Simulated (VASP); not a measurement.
Input of a VASP 6.6.1 run:

Contents of INCAR:

```
SYSTEM = Rh
PREC = Accurate ; ENCUT = 520
EDIFF = 1E-7 ; ISMEAR = 0
SIGMA = 0.1 ; LREAL = .False.
LASPH = .True. ; NELM = 80
ALGO = Fast ; ISIF = 2
LWAVE = .False. ; LCHARG = .False.
GGA = PE ; NBANDS = 22
```

The input KPOINTS:

```
Automatic mesh
0
Gamma
  18 18 10
  0 0 0
```

The input POSCAR:

```
Rh
1.0
    2.7285189707      0.0000000000      0.0000000000
   -1.3642594853      2.3629667433      0.0000000000
    0.0000000000      0.0000000000      4.3905855509
Rh
2
Direct
    0.6666666667      0.3333333333      0.7500000000
    0.3333333333      0.6666666667      0.2500000000
```

Potentials or basis: VASP PAW PBE potentials, release 64 (Rh_pv).

The run is started by

```bash
$ cat potpaw_PBE.64/Rh_pv/POTCAR > POTCAR
$ mpirun -np 1 vasp_std > vasp.out
```

(1) Predict the band gap on the k mesh.

(2) What does it give for the pressure?

Answers

(1) zero (band 15 reaches 12.08 eV, above the bottom of band 16 at 9.77 eV).

(2) -1.0 GPa.
